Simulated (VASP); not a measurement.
A run of VASP 6.6.1:

The input INCAR:

```
SYSTEM = Ca2Ge3N
ALGO = Normal
EDIFF = 1E-7
ENCUT = 520
GGA = PE
ISIF = 2
ISMEAR = 0
LASPH = .True.
LCHARG = .False.
LREAL = .False.
LWAVE = .False.
NBANDS = 42
NELM = 60
PREC = Accurate
SIGMA = 0.1
```

KPOINTS

```
k-points
0
Gamma
  12 12 4
  0 0 0
```

The input POSCAR:

```
Ca2Ge3N
1.0
    3.5387854876      0.0000000000      0.0000000000
   -1.7693927438      3.0646781308      0.0000000000
    0.0000000000      0.0000000000     11.3541035862
Ca Ge N
2 3 1
Direct
    0.6666666667      0.3333333333      0.8890756995
    0.3333333333      0.6666666667      0.1109243005
    0.6666666667      0.3333333333      0.3463113285
    0.3333333333      0.6666666667      0.6536886715
    0.0000000000      0.0000000000      0.5000000000
    0.0000000000      0.0000000000      0.0000000000
```

Potentials or basis: VASP PAW PBE potentials, release 64 (Ca_sv, Ge_d, N).

The run is started by

```sh
$ cat potpaw_PBE.64/Ca_sv/POTCAR potpaw_PBE.64/Ge_d/POTCAR potpaw_PBE.64/N/POTCAR > POTCAR
$ mpirun -np 1 vasp_std > vasp.out
```

Hardware: 1 thread of Intel Xeon 8259CL (shared host).

Q: How long does it take, and how much memory?

A: Run time: 20 min on 1 thread of Intel Xeon 8259CL (shared host), peak memory 0.46 GiB. Counts: scf iterations 16, k points 69.
